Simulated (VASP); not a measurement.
# PbO (Pm-3m) in VASP: a series of runs

The runs below take PbO through single point, with PBEsol, LDA.

Program: VASP 6.6.1. These are calculated values, not measurements. Logs are shortened: lines on timing, memory, paths and dates and some standing lists are left out, and cuts for length are marked.

### Step 1. The cell of the first run

The structure is cubic, space group Pm-3m (No. 221). The conventional cell has a = 3.179 Å, b = 3.179 Å, c = 3.179 Å, α = 90.00°, β = 90.00°, γ = 90.00°. Pb (site symmetry m-3m) has 8 O at 2.75 Å and 6 Pb at 3.18 Å within 3.6 Å. Within 3.6 Å of O (site symmetry m-3m) lie 8 Pb at 2.75 Å and 6 O at 3.18 Å.

### Step 2. Single point, PBEsol

File INCAR:

```
PREC = Accurate ; ENCUT = 600
EDIFF = 1E-6 ; ISMEAR = 0
SIGMA = 0.01 ; LREAL = False
LASPH = True ; NELM = 120
ALGO = Normal ; ISIF = 2
LWAVE = False ; LCHARG = False
GGA = PS ; NBANDS = 17
GGA_COMPAT = False
```

File KPOINTS:

```
regular mesh
0
Gamma
  3 3 3
```

File POSCAR:

```
PbO
1.0
    3.1793716482      0.0000000000      0.0000000000
    0.0000000000      3.1793716482      0.0000000000
    0.0000000000      0.0000000000      3.1793716482
Pb O
1 1
Direct
    0.0000000000      0.0000000000      0.0000000000
    0.5000000000      0.5000000000      0.5000000000
```

Potentials or basis: VASP PAW PBE potentials, release 64 (Pb_d, O).

The run is started by

```sh
$ cat potpaw_PBE.64/Pb_d/POTCAR potpaw_PBE.64/O/POTCAR > POTCAR
$ mpirun -np 1 vasp_std > vasp.out
```

OUTCAR:

```text
PREC = Accurate
   ENCUT = 600
   EDIFF = 1E-6
   ISMEAR = 0
   LREAL = False
   LASPH = True
   NELM = 120
   ISIF = 2
   GGA = PS

 ion  position               nearest neighbor table
   1  0.000  0.000  0.000-   2 2.75   2 2.75   2 2.75   2 2.75   2 2.75   2 2.75   2 2.75   2 2.75

   2  0.500  0.500  0.500-   1 2.75   1 2.75   1 2.75   1 2.75   1 2.75   1 2.75   1 2.75   1 2.75

  LATTYP: Found a simple cubic cell.
 ALAT       =     3.1793716482

  Lattice vectors:

 A1 = (   3.1793716482,   0.0000000000,   0.0000000000)
 A2 = (   0.0000000000,   3.1793716482,   0.0000000000)
 A3 = (   0.0000000000,   0.0000000000,   3.1793716482)

Analysis of symmetry for initial positions (statically):
=====================================================================
 Subroutine PRICEL returns:
 Original cell was already a primitive cell.

 Routine SETGRP: Setting up the symmetry group for a
 simple cubic supercell.

 Subroutine GETGRP returns: Found 48 space group operations
 (whereof 48 operations were pure point group operations)
 out of a pool of 48 trial point group operations.

The static configuration has the point symmetry O_h .

Analysis of symmetry for dynamics (positions and initial velocities):
=====================================================================
 Subroutine PRICEL returns:
 Original cell was already a primitive cell.

 Routine SETGRP: Setting up the symmetry group for a
 simple cubic supercell.

 Subroutine GETGRP returns: Found 48 space group operations
 (whereof 48 operations were pure point group operations)
 out of a pool of 48 trial point group operations.

The dynamic configuration has the point symmetry O_h .

 Subroutine INISYM returns: Found 48 space group operations
 (whereof 48 operations are pure point group operations),
 and found     1 'primitive' translations

----------------------------------------------------------------------------------------

                                     Primitive cell

  volume of cell :      32.1384

  direct lattice vectors                    reciprocal lattice vectors
     3.179371648  0.000000000  0.000000000     0.314527558  0.000000000  0.000000000
     0.000000000  3.179371648  0.000000000     0.000000000  0.314527558  0.000000000
     0.000000000  0.000000000  3.179371648     0.000000000  0.000000000  0.314527558

  length of vectors
     3.179371648  3.179371648  3.179371648     0.314527558  0.314527558  0.314527558

  position of ions in fractional coordinates (direct lattice)
     0.000000000  0.000000000  0.000000000
     0.500000000  0.500000000  0.500000000

  ion indices of the primitive-cell ions
   primitive index   ion index
                 1           1
                 2           2

----------------------------------------------------------------------------------------

 KPOINTS: regular mesh

Automatic generation of k-mesh.
 Grid dimensions read from file:
 generate k-points for:    3    3    3

 Generating k-lattice:

  Cartesian coordinates                     Fractional coordinates (reciprocal lattice)
     0.104842519  0.000000000  0.000000000     0.333333333  0.000000000  0.000000000
     0.000000000  0.104842519  0.000000000     0.000000000  0.333333333  0.000000000
     0.000000000  0.000000000  0.104842519     0.000000000  0.000000000  0.333333333

  Length of vectors
     0.104842519  0.104842519  0.104842519

  Shift w.r.t. Gamma in fractional coordinates (k-lattice)
     0.000000000  0.000000000  0.000000000

 Subroutine IBZKPT returns following result:
 ===========================================

 Found      4 irreducible k-points:

 Following reciprocal coordinates:
            Coordinates               Weight
  0.000000  0.000000  0.000000      1.000000
  0.333333  0.000000  0.000000      6.000000
  0.333333  0.333333  0.000000     12.000000
  0.333333  0.333333  0.333333      8.000000
   k-points           NKPTS =      4   k-points in BZ     NKDIM =      4   number of bands    NBANDS=     17
   number of dos      NEDOS =    301   number of ions     NIONS =      2
   total plane-waves  NPLWV =  21952
   dimension x,y,z NGX =    28 NGY =   28 NGZ =   28
   dimension x,y,z NGXF=    56 NGYF=   56 NGZF=   56
   ions per type =               1   1
   NGX,Y,Z   is equivalent  to a cutoff of  14.64, 14.64, 14.64 a.u.
   NGXF,Y,Z  is equivalent  to a cutoff of  29.28, 29.28, 29.28 a.u.
 SYSTEM =  unknown system
   PREC   = accura    normal or accurate (medium, high low for compatibility)
   ISTART =      0    job   : 0-new  1-cont  2-samecut
   ICHARG =      2    charge: 1-file 2-atom 10-const
   ISPIN  =      1    spin polarized calculation?
   LNONCOLLINEAR =      F non collinear calculations
   LSORBIT =      F    spin-orbit coupling
   LASPH  =      T    aspherical Exc in radial PAW
   ENCUT  =  600.0 eV  44.10 Ry    6.64 a.u.   6.35  6.35  6.35*2*pi/ulx,y,z
   NELM   =    120;   NELMIN=  2; NELMDL= -5     # of ELM steps
   EDIFF  = 0.1E-05   stopping-criterion for ELM
   LREAL  =      F    real-space projection
   EDIFFG = 0.1E-04   stopping-criterion for IOM
   NSW    =      0    number of steps for IOM
   IBRION =     -1    ionic relax: 0-MD 1-quasi-New 2-CG
   NFREE  =      0    steps in history (QN), initial steepest desc. (CG)
   ISIF   =      2    stress and relaxation
   ISYM   =      2    0-nonsym 1-usesym 2-fastsym
   POTIM  = 0.5000    time-step for ionic-motion
   TEBEG  =    0.0;   TEEND  =   0.0 temperature during run
   PSTRESS=    0.0 pullay stress
   NELECT =      20.0000    total number of electrons
   NUPDOWN=      -1.0000    fix difference up-down
   EMIN   =  10.00;   EMAX   =-10.00  energy-range for DOS
   EFERMI =   0.00;   METHOD = LEGACY
   ISMEAR =     0;   SIGMA  =   0.01  broadening in eV -4-tet -1-fermi 0-gaus
   EFERMI_NEDOS =   21; number of points for ismear=-14 and -15
   IALGO  =     38    algorithm
   IMIX   =      4    mixing-type and parameters
     AMIX     =   0.40;   BMIX     =  1.00
     AMIX_MAG =   1.60;   BMIX_MAG =  1.00
  volume/ion in A,a.u.               =      16.07       108.44
  Fermi-wavevector in a.u.,A,eV,Ry     =   1.397688  2.641247 26.579408  1.953531
  Thomas-Fermi vector in A             =   2.520920
   LORBIT       =      0    0 simple, 1 ext, 2 COOP (PROOUT), +10 PAW based schemes
   GGA     = PS    functional components
   LHFCALC =     F    Hartree Fock is set to
   AEXX    =    0.0000 exact exchange contribution
   IVDW    =     0    specifies the selected vdW correction
   LEPSILON=     F    determine dielectric tensor
   LRPA    =     F    only Hartree local field effects (RPA)
 non-spin polarized calculation
 Gauss-broadening in eV      SIGMA  =   0.01
  energy-cutoff  :      600.00
  volume of cell :       32.14
 maximum number of plane-waves:      1081
 NGX is ok and might be reduce to    28
   NGX = 13   NGY = 13   NGZ = 13

 number of electron      19.9999999 magnetization

 Free energy of the ion-electron system (eV)
  ---------------------------------------------------
  ext. energy  EPLUGINS =         0.00000000
  ---------------------------------------------------
  free energy    TOTEN  =       -10.52535758 eV

  energy without entropy =      -10.52535758  energy(sigma->0) =      -10.52535758

 E-fermi :   6.0519     XC(G=0): -11.5537

 val. band max:        5.9894382866   @ k =   0.3333   0.3333   0.0000
 cond. band min:       9.3951044080   @ k =   0.3333   0.0000   0.0000
 fundamental gap:      3.4056661214
 Fermi energy:         6.0519065511

 k-point     1 :       0.0000    0.0000    0.0000
  band No.  band energies     occupation
      1     -10.1761      2.00000
      2      -9.6941      2.00000
      3      -9.6941      2.00000
      4      -8.9822      2.00000
      5      -8.9822      2.00000
      6      -8.9822      2.00000
[... 9 lines left out ...]
     16      24.4304      0.00000
     17      25.8057      0.00000

 k-point     2 :       0.3333    0.0000    0.0000
  band No.  band energies     occupation
      1      -9.6660      2.00000
      2      -9.6306      2.00000
      3      -9.3294      2.00000
      4      -9.1307      2.00000
      5      -9.1307      2.00000
      6      -8.9697      2.00000
[... 9 lines left out ...]
     16      21.7359      0.00000
     17      25.3205      0.00000

 k-point     3 :       0.3333    0.3333    0.0000
  band No.  band energies     occupation
      1     -10.0125      2.00000
      2      -9.4972      2.00000
      3      -9.1104      2.00000
      4      -9.1010      2.00000
      5      -9.0709      2.00000
      6      -8.4502      2.00000
[... 9 lines left out ...]
     16      23.4121      0.00000
     17      23.7688      0.00000

 k-point     4 :       0.3333    0.3333    0.3333
  band No.  band energies     occupation
      1      -9.8256      2.00000
      2      -9.2983      2.00000
      3      -9.2983      2.00000
      4      -9.0522      2.00000
      5      -9.0522      2.00000
      6      -8.3894      2.00000
[... 9 lines left out ...]
     16      20.1600      0.00000
     17      27.7767      0.00000

------------------------ aborting loop because EDIFF is reached ----------------------------------------

  FORCE on cell =-STRESS in cart. coord.  units (eV):
  Direction    XX          YY          ZZ          XY          YZ          ZX
  --------------------------------------------------------------------------------------
  -------------------------------------------------------------------------------------
  Total       -0.5006373     -0.5006373     -0.5006373      0.0000000      0.0000000      0.0000000
  in kB      -24.9580044    -24.9580044    -24.9580044      0.0000000      0.0000000      0.0000000
  external PRESSURE =     -24.9580044 kB  Pullay stress =       0.0000000 kB

 VOLUME and BASIS-vectors are now :
 -----------------------------------------------------------------------------
  energy-cutoff  :      600.00
  volume of cell :       32.14
      direct lattice vectors                 reciprocal lattice vectors
     3.179371648  0.000000000  0.000000000     0.314527558  0.000000000  0.000000000
     0.000000000  3.179371648  0.000000000     0.000000000  0.314527558  0.000000000
     0.000000000  0.000000000  3.179371648     0.000000000  0.000000000  0.314527558

 POSITION                                       TOTAL-FORCE (eV/Angst)
 -----------------------------------------------------------------------------------
      0.00000      0.00000      0.00000         0.000000      0.000000      0.000000
      1.58969      1.58969      1.58969         0.000000      0.000000      0.000000
 -----------------------------------------------------------------------------------
    total drift:                               -0.000000      0.000000      0.000000

  FREE ENERGIE OF THE ION-ELECTRON SYSTEM (eV)
  ---------------------------------------------------
  free  energy   TOTEN  =       -10.5253575760 eV

  energy  without entropy=      -10.5253575760  energy(sigma->0) =      -10.52535758
```

Wall time 6 s (1 thread of Intel Xeon 8259CL, shared host); peak memory 0.15 GiB.

Results:

* Free energy: -10.5254 eV
* Pressure: -2.5 GPa
* Band gap on the k mesh: 3.41 eV, indirect (least direct gap 3.57 eV)

Levels at points of the mesh, in eV from the valence-band top:
```csv
k point,band 8,band 9,band 10,band 11,band 12,band 13
"(0.00, 0.00, 0.00)",-0.77,-0.77,-0.77,9.69,9.69,9.69
```

Caveat: the k points lie up to 0.66 Å⁻¹ apart; the PAW data sets were made with another functional, which shifts forces and pressure a little; spin-orbit coupling is left out, which moves the levels of the heavy elements.

### Step 3. Single point, LDA

File INCAR:

```
SYSTEM = PbO
ALGO = Normal
EDIFF = 1E-6
ENCUT = 600
GGA_COMPAT = .False.
ISIF = 2
ISMEAR = 0
LASPH = .True.
LCHARG = .False.
LREAL = .False.
LWAVE = .False.
NBANDS = 17
NELM = 120
PREC = Accurate
SIGMA = 0.01
```

File KPOINTS:

```
k-points
0
Gamma
  4 4 4
  0 0 0
```

POSCAR is that of step 2.

Potentials or basis: VASP PAW LDA potentials, release 64 (Pb_d, O).

The run is started by

```sh
$ cat potpaw_LDA.64/Pb_d/POTCAR potpaw_LDA.64/O/POTCAR > POTCAR
$ mpirun -np 1 vasp_std > vasp.out
```

Run time: 7.6 s. Hardware: 1 thread of Intel Xeon 8259CL, shared host; peak memory 0.14 GiB.

The run converged. Its results:

```
Free energy            : -11.2510 eV
Pressure               : -5.7 GPa
Band gap on the k mesh : 0.67 eV, indirect (least direct gap 0.80 eV)
```

Levels at points of the mesh, in eV from the valence-band top:
```
           k point  band 7  band 8  band 9  band 10  band 11  band 12  band 13  band 14
(0.00, 0.00, 0.00)   -7.96   -1.50   -1.50    -1.50     8.90     8.90     8.90    10.01
(0.50, 0.00, 0.00)   -8.83   -0.68   -0.68    -0.13     0.67     8.09     8.09    11.22
(0.50, 0.50, 0.00)   -5.61   -4.33   -4.33    -0.68     4.26     4.26    10.13    11.06
(0.50, 0.50, 0.50)   -2.99   -1.94   -1.94    -1.94     0.97     0.97     0.97    13.57
```

Caveat: the k points lie up to 0.49 Å⁻¹ apart; spin-orbit coupling is left out, which moves the levels of the heavy elements. As with any semilocal functional, this LDA gap is likely too small.

### Step 4. Single point, PBEsol

File INCAR:

```
SYSTEM = PbO
PREC = Accurate ; ENCUT = 600
EDIFF = 1E-6 ; ISMEAR = 1
SIGMA = 0.001 ; LREAL = .FALSE.
LASPH = .TRUE. ; NELM = 120
ALGO = Normal ; ISIF = 2
LWAVE = .FALSE. ; LCHARG = .TRUE.
GGA = PS ; LELF = .TRUE.
LVHAR = .TRUE. ; NBANDS = 17
GGA_COMPAT = .FALSE.
```

File KPOINTS:

```
Automatic mesh
0
G
  6 6 6
  0 0 0
```

POSCAR is that of step 3.

Potentials or basis: VASP PAW PBE potentials, release 64 (Pb_d, O).

The run is started by

```sh
$ cat potpaw_PBE.64/Pb_d/POTCAR potpaw_PBE.64/O/POTCAR > POTCAR
$ mpirun -np 1 vasp_std > vasp.out
```

Wall time 14 s (1 thread of Intel Xeon 8259CL, shared host); peak memory 0.16 GiB.

Results (log left out):

| Quantity | Value |
| --- | --- |
| Free energy | -10.5253 eV |
| Pressure | -2.2 GPa |
| Band gap on the k mesh | 0.65 eV, indirect (least direct gap 0.83 eV) |

Levels at points of the mesh, in eV from the valence-band top:
```
           k point  band 6  band 7  band 8  band 9  band 10  band 11  band 12  band 13  band 14  band 15
(0.00, 0.00, 0.00)  -15.74   -8.05   -1.52   -1.52    -1.52     8.93     8.93     8.93     9.95     9.95
(0.50, 0.00, 0.00)  -15.73   -8.85   -0.69   -0.69    -0.18     0.65     8.12     8.12    11.19    13.56
(0.50, 0.50, 0.00)  -14.80   -5.63   -4.35   -4.35    -0.69     4.27     4.27    10.05    11.11    16.40
(0.50, 0.50, 0.50)  -15.52   -3.01   -1.97   -1.97    -1.97     0.97     0.97     0.97    13.55    13.55
```

Caveat: the PAW data sets were made with another functional, which shifts forces and pressure a little; spin-orbit coupling is left out, which moves the levels of the heavy elements. A k mesh can miss the band edges.

### Step 5. The runs side by side

```tsv
level	potentials or basis	k mesh	smearing	gap on the mesh (eV)	pressure (GPa)
PBEsol	VASP PAW PBE potentials, release 64 (Pb_d, O)	3 × 3 × 3	gaussian 0.01 eV	3.41	-2.5
LDA	VASP PAW LDA potentials, release 64 (Pb_d, O)	4 × 4 × 4	gaussian 0.01 eV	0.67	-5.7
PBEsol	VASP PAW PBE potentials, release 64 (Pb_d, O)	6 × 6 × 6	methfessel-paxton 0.001 eV	0.65	-2.2
```

Alike in all rows: task single point; no spin polarisation; cell as given; cutoff (eV) 600.

Caveats: some runs use coarse meshes; spin-orbit coupling is left out, which moves the levels of the heavy elements; the PAW data sets were made with another functional, which shifts forces and pressure a little (some runs).

Total energies depend on the potentials used, so only differences within one code and one set of settings carry meaning.
